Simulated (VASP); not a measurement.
# AlN (P6_3/mmc) in VASP: a series of runs, part 2 of 2

VASP 6.6.1. The steps go on from the part before.

## 3. Single point, PBE

This run uses another cell than the first one, of 9.52 Å³/atom, 1.006 times its volume.

Contents of INCAR:

```
SYSTEM = AlN
ALGO = Normal
EDIFF = 1E-7
ENCUT = 520
GGA = PE
ISIF = 2
ISMEAR = 0
LASPH = .True.
LCHARG = .True.
LELF = .True.
LREAL = .False.
LVHAR = .True.
LWAVE = .False.
NBANDS = 16
NELM = 100
PREC = Accurate
SIGMA = 0.05
```

Contents of KPOINTS:

```
k-points
0
Gamma
  9 9 6
  0 0 0
```

Contents of POSCAR:

```
AlN
1.0
    3.1478000000      0.0000000000      0.0000000000
   -1.5739000000      2.7260747660      0.0000000000
    0.0000000000      0.0000000000      4.4388000000
Al N
2 2
Direct
    0.3333333333      0.6666666667      0.7500000000
    0.6666666667      0.3333333333      0.2500000000
    0.3333333333      0.6666666667      0.2500000000
    0.6666666667      0.3333333333      0.7500000000
```

Potentials or basis: VASP PAW PBE potentials, release 64 (Al, N).

Started as:

```console
$ cat potpaw_PBE.64/Al/POTCAR potpaw_PBE.64/N/POTCAR > POTCAR
$ mpirun -np 1 vasp_std > vasp.out
```

OUTCAR:

```text
SYSTEM = AlN
   EDIFF = 1E-7
   ENCUT = 520
   GGA = PE
   ISIF = 2
   ISMEAR = 0
   LASPH = .True.
   LREAL = .False.
   NELM = 100
   PREC = Accurate

 ion  position               nearest neighbor table
   1  0.333  0.667  0.750-   4 1.82   4 1.82   4 1.82   3 2.22   3 2.22   2 2.87   2 2.87   2 2.87
                             2 2.87   2 2.87   2 2.87
   2  0.667  0.333  0.250-   3 1.82   3 1.82   3 1.82   4 2.22   4 2.22   1 2.87   1 2.87   1 2.87
                             1 2.87   1 2.87   1 2.87
   3  0.333  0.667  0.250-   2 1.82   2 1.82   2 1.82   1 2.22   1 2.22
   4  0.667  0.333  0.750-   1 1.82   1 1.82   1 1.82   2 2.22   2 2.22

  LATTYP: Found a hexagonal cell.
 ALAT       =     3.1478000000
 C/A-ratio  =     1.4101277082

  Lattice vectors:

 A1 = (   3.1478000000,   0.0000000000,   0.0000000000)
 A2 = (  -1.5739000000,   2.7260747660,   0.0000000000)
 A3 = (   0.0000000000,   0.0000000000,   4.4388000000)

Analysis of symmetry for initial positions (statically):
=====================================================================
 Subroutine PRICEL returns:
 Original cell was already a primitive cell.

 Routine SETGRP: Setting up the symmetry group for a
 hexagonal supercell.

 Subroutine GETGRP returns: Found 24 space group operations
 (whereof 12 operations were pure point group operations)
 out of a pool of 24 trial point group operations.

The static configuration has the point symmetry D_3d.
 The point group associated with its full space group is D_6h.

Analysis of symmetry for dynamics (positions and initial velocities):
=====================================================================
 Subroutine PRICEL returns:
 Original cell was already a primitive cell.

 Routine SETGRP: Setting up the symmetry group for a
 hexagonal supercell.

 Subroutine GETGRP returns: Found 24 space group operations
 (whereof 12 operations were pure point group operations)
 out of a pool of 24 trial point group operations.

[... 121 lines left out ...]
   EFERMI_NEDOS =   21; number of points for ismear=-14 and -15
   IALGO  =     38    algorithm
   IMIX   =      4    mixing-type and parameters
     AMIX     =   0.40;   BMIX     =  1.00
     AMIX_MAG =   1.60;   BMIX_MAG =  1.00
  volume/ion in A,a.u.               =       9.52        64.26
  Fermi-wavevector in a.u.,A,eV,Ry     =   1.226059  2.316915 20.452556  1.503220
  Thomas-Fermi vector in A             =   2.361074
   LORBIT       =      0    0 simple, 1 ext, 2 COOP (PROOUT), +10 PAW based schemes
   GGA     = PE    functional components
   LHFCALC =     F    Hartree Fock is set to
   AEXX    =    0.0000 exact exchange contribution
   IVDW    =     0    specifies the selected vdW correction
   LEPSILON=     F    determine dielectric tensor
   LRPA    =     F    only Hartree local field effects (RPA)
 non-spin polarized calculation
 Gauss-broadening in eV      SIGMA  =   0.05
  energy-cutoff  :      520.00
  volume of cell :       38.09
 maximum number of plane-waves:      1043
 NGX is ok and might be reduce to    24
   NGX = 11   NGY = 11   NGZ = 17

 number of electron      16.0000000 magnetization

 Free energy of the ion-electron system (eV)
  ---------------------------------------------------
  ext. energy  EPLUGINS =         0.00000000
  ---------------------------------------------------
  free energy    TOTEN  =       -29.01679847 eV

  energy without entropy =      -29.01679847  energy(sigma->0) =      -29.01679847

 E-fermi :   8.9036     XC(G=0): -11.3528

 val. band max:        8.6975364063   @ k =   0.0000   0.0000   0.0000
 cond. band min:      12.1098437212   @ k =   0.0000   0.0000   0.0000
 fundamental gap:      3.4123073149
 Fermi energy:         8.9035520760

 k-point     1 :       0.0000    0.0000    0.0000
  band No.  band energies     occupation
      1      -8.6494      2.00000
      2      -5.4656      2.00000
      3       1.1388      2.00000
      4       5.3759      2.00000
      5       5.3759      2.00000
      6       6.5475      2.00000
[... 433 lines left out ...]
      3       1.7393      2.00000
      4       2.7351      2.00000
      5       2.7351      2.00000
      6       4.5994      2.00000
[... 8 lines left out ...]
     15      19.7886      0.00000
     16      22.2948      0.00000

 [... further k-points ...]
[... 5 lines left out ...]
  --------------------------------------------------------------------------------------
  -------------------------------------------------------------------------------------
  Total        6.3508792      6.3508792     -0.0484302      0.0000000      0.0000000      0.0000000
  in kB      267.1369480    267.1369480     -2.0371207      0.0000000      0.0000000      0.0000000
  external PRESSURE =     177.4122584 kB  Pullay stress =       0.0000000 kB

 VOLUME and BASIS-vectors are now :
 -----------------------------------------------------------------------------
  energy-cutoff  :      520.00
  volume of cell :       38.09
      direct lattice vectors                 reciprocal lattice vectors
     3.147800000  0.000000000  0.000000000     0.317682191  0.183413898  0.000000000
    -1.573900000  2.726074766  0.000000000     0.000000000  0.366827797  0.000000000
     0.000000000  0.000000000  4.438800000     0.000000000  0.000000000  0.225286113

 POSITION                                       TOTAL-FORCE (eV/Angst)
 -----------------------------------------------------------------------------------
     -0.00000      1.81738      3.32910         0.000000      0.000000     -0.000000
      1.57390      0.90869      1.10970        -0.000000     -0.000000     -0.000000
     -0.00000      1.81738      1.10970         0.000000     -0.000000      0.000000
      1.57390      0.90869      3.32910        -0.000000     -0.000000     -0.000000
 -----------------------------------------------------------------------------------
    total drift:                               -0.000000      0.000000      0.000000

  FREE ENERGIE OF THE ION-ELECTRON SYSTEM (eV)
  ---------------------------------------------------
  free  energy   TOTEN  =       -29.0167984675 eV

  energy  without entropy=      -29.0167984675  energy(sigma->0) =      -29.01679847
```

OSZICAR:

```text
N       E                     dE             d eps       ncg     rms          rms(c)
DAV:   1     0.444776390498E+02    0.44478E+02   -0.73392E+03  1544   0.901E+02
DAV:   2    -0.305641866336E+02   -0.75042E+02   -0.68246E+02  2144   0.194E+02
DAV:   3    -0.338654366037E+02   -0.33012E+01   -0.32885E+01  1912   0.421E+01
DAV:   4    -0.338844752364E+02   -0.19039E-01   -0.19038E-01  1808   0.357E+00
DAV:   5    -0.338847136790E+02   -0.23844E-03   -0.23844E-03  1920   0.404E-01    0.125E+01
DAV:   6    -0.290329539063E+02    0.48518E+01   -0.96160E+00  1896   0.236E+01    0.419E+00
DAV:   7    -0.290318489255E+02    0.11050E-02   -0.75006E-01  1728   0.619E+00    0.300E+00
DAV:   8    -0.290225090854E+02    0.93398E-02   -0.62852E-02  1648   0.228E+00    0.721E-01
DAV:   9    -0.290163239017E+02    0.61852E-02   -0.13010E-02  1944   0.908E-01    0.254E-01
DAV:  10    -0.290168801664E+02   -0.55626E-03   -0.23462E-03  1696   0.315E-01    0.145E-01
DAV:  11    -0.290167950754E+02    0.85091E-04   -0.19089E-04  1744   0.112E-01    0.312E-02
DAV:  12    -0.290167986636E+02   -0.35881E-05   -0.12382E-05  1672   0.281E-02    0.613E-03
DAV:  13    -0.290167984519E+02    0.21167E-06   -0.32265E-06  1880   0.140E-02    0.547E-03
DAV:  14    -0.290167984675E+02   -0.15582E-07   -0.30888E-07  1664   0.497E-03
   1 F= -.29016798E+02 E0= -.29016798E+02  d E =-.245895E-11
```

Wall time 13 s (1 thread of Intel Xeon Platinum 8488C (Sapphire Rapids), shared host); peak memory 0.16 GiB.

What came out:

* Free energy: -29.0168 eV
* Pressure: 17.7 GPa
* Band gap on the k mesh: 3.41 eV, direct

## 4. Single point, PBE

This run uses another cell than the first one, of 9.43 Å³/atom, 0.996 times its volume.

Contents of INCAR:

```
SYSTEM = AlN
PREC = Accurate
ENCUT = 520
EDIFF = 1E-6
ISMEAR = 0
SIGMA = 0.05
LREAL = .FALSE.
LASPH = .TRUE.
NELM = 60
ALGO = Normal
ISIF = 2
LWAVE = .FALSE.
LCHARG = .FALSE.
GGA = PE
NBANDS = 16
```

Contents of KPOINTS:

```
regular mesh
0
G
  9 9 6
  0 0 0
```

Contents of POSCAR:

```
AlN
1.0
    3.4377000000      0.0000000000      0.0000000000
   -1.7188500000      2.9771355306      0.0000000000
    0.0000000000      0.0000000000      3.6851000000
Al N
2 2
Direct
    0.3333333333      0.6666666667      0.7500000000
    0.6666666667      0.3333333333      0.2500000000
    0.3333333333      0.6666666667      0.2500000000
    0.6666666667      0.3333333333      0.7500000000
```

Started as:

```console
$ cat potpaw_PBE.64/Al/POTCAR potpaw_PBE.64/N/POTCAR > POTCAR
$ mpirun -np 1 vasp_std > vasp.out
```

Wall time 18 s (1 thread of Intel Xeon Platinum 8488C (Sapphire Rapids), shared host); peak memory 0.16 GiB.

Results (log left out):

* Free energy: -28.6723 eV
* Pressure: 19.4 GPa
* Band gap on the k mesh: 3.92 eV, indirect (least direct gap 4.05 eV)

Stress tensor (GPa, compression positive):
```
 2.12  0.00  0.00
 0.00  2.12  0.00
 0.00  0.00 53.83
```

Levels at points of the mesh, in eV from the valence-band top:
```
           k point  band 6  band 7  band 8  band 9  band 10  band 11
(0.00, 0.00, 0.00)   -0.77   -0.77   -0.13    3.92     5.37     8.59
(0.00, 0.00, 0.50)   -2.09   -2.09   -2.09    6.50     6.50     8.34
```

A k mesh can miss the band edges.

## 5. Single point, PBE

This run uses another cell than the first one, of 9.59 Å³/atom, 1.014 times its volume.

Contents of INCAR:

```
ALGO     = Normal         # electronic algorithm
EDIFF    = 1E-6           # SCF threshold, eV
ENCUT    = 520            # plane-wave cutoff, eV
GGA      = PE             # functional
ISIF     = 2              # what is computed and relaxed
ISMEAR   = 0              # smearing method
LASPH    = T              # aspherical terms in the spheres
LCHARG   = F              # write CHGCAR
LREAL    = F              # projectors in reciprocal space
LWAVE    = F              # write WAVECAR
NBANDS   = 16             # bands
NELM     = 60             # most SCF steps
PREC     = Accurate       # precision mode
SIGMA    = 0.05           # smearing width, eV
```

Contents of KPOINTS:

```
k-points
0
Gamma
  9 9 6
```

Contents of POSCAR:

```
AlN
1.0
    3.3549000000      0.0000000000      0.0000000000
   -1.6774500000      2.9054286271      0.0000000000
    0.0000000000      0.0000000000      3.9363000000
Al N
2 2
Direct
    0.3333333333      0.6666666667      0.7500000000
    0.6666666667      0.3333333333      0.2500000000
    0.3333333333      0.6666666667      0.2500000000
    0.6666666667      0.3333333333      0.7500000000
```

Started as:

```console
$ cat potpaw_PBE.64/Al/POTCAR potpaw_PBE.64/N/POTCAR > POTCAR
$ mpirun -np 1 vasp_std > vasp.out
```

Wall time 19 s (1 thread of Intel Xeon Platinum 8488C (Sapphire Rapids), shared host); peak memory 0.17 GiB.

It converged, with:

```
Free energy            : -29.1949 eV
Pressure               : 8.1 GPa
Band gap on the k mesh : 3.73 eV, direct
```

Stress tensor (GPa, compression positive):
```
 2.36  0.00  0.00
 0.00  2.36  0.00
 0.00  0.00 19.46
```

Levels at points of the mesh, in eV from the valence-band top:
```csv
k point,band 5,band 6,band 7,band 8,band 9,band 10,band 11,band 12
"(0.00, 0.00, 0.00)",-3.29,-1.20,-1.20,0.00,3.73,4.82,8.41,8.41
"(0.00, 0.00, 0.50)",-2.29,-2.29,-2.29,-2.29,6.14,6.14,8.43,8.43
```

## 6. Summary

| cell | gap on the mesh (eV) | pressure (GPa) |
| --- | --- | --- |
| a = 3.231, b = 3.231, c = 4.188 Å, angles 90.0, 90.0, 120.0°, 4 atoms | 3.59 | 12.5 |
| a = 3.148, b = 3.148, c = 4.439 Å, angles 90.0, 90.0, 120.0°, 4 atoms | 3.41 | 17.7 |
| a = 3.438, b = 3.438, c = 3.685 Å, angles 90.0, 90.0, 120.0°, 4 atoms | 3.92 | 19.4 |
| a = 3.355, b = 3.355, c = 3.936 Å, angles 90.0, 90.0, 120.0°, 4 atoms | 3.73 | 8.1 |

Alike in all rows: task single point; level PBE; potentials or basis VASP PAW PBE potentials, release 64 (Al, N); no spin polarisation; k mesh 9 × 9 × 6; cutoff (eV) 520; smearing gaussian 0.05 eV.

Absolute energies hang on the potentials; compare differences alone.
